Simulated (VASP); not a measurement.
A run of VASP 6.6.1 is set up as follows.

Contents of INCAR:

```
SYSTEM = MgO
PREC     = Accurate       ! precision mode
ENCUT    = 600            ! plane-wave cutoff, eV
EDIFF    = 1E-6           ! SCF threshold, eV
ISMEAR   = 0              ! smearing method
SIGMA    = 0.02           ! smearing width, eV
LREAL    = .False.        ! projectors in reciprocal space
LASPH    = .True.         ! aspherical terms in the spheres
NELM     = 120            ! most SCF steps
ALGO     = Normal         ! electronic algorithm
ISIF     = 2              ! what is computed and relaxed
LWAVE    = .False.        ! write WAVECAR
LCHARG   = .False.        ! write CHGCAR
GGA      = PS             ! functional
NBANDS   = 11             ! bands
GGA_COMPAT= .False.
```

The input KPOINTS:

```
Automatic mesh
0
Gamma
  9 9 9
  0 0 0
```

File POSCAR:

```
MgO
1.0
   -0.0224786995      2.1059731586      2.1059731586
    2.1059731586     -0.0224786995      2.1059731586
    2.1059731586      2.1059731586     -0.0224786995
Mg O
1 1
Direct
    0.0000000000      0.0000000000      0.0000000000
    0.5000000000      0.5000000000      0.5000000000
```

Potentials or basis: VASP PAW PBE potentials, release 64 (Mg, O).

Run with:

```bash
$ cat potpaw_PBE.64/Mg/POTCAR potpaw_PBE.64/O/POTCAR > POTCAR
$ mpirun -np 1 vasp_std > vasp.out
```

(1) What does it give for the pressure?

(2) Predict the band gap on the k mesh.

Answers

(1) -2.9 GPa.

(2) 4.40 eV, direct.

Caveat: the cell differs from its parent crystal (strained cell); the PAW data sets were made with another functional, which shifts forces and pressure a little.
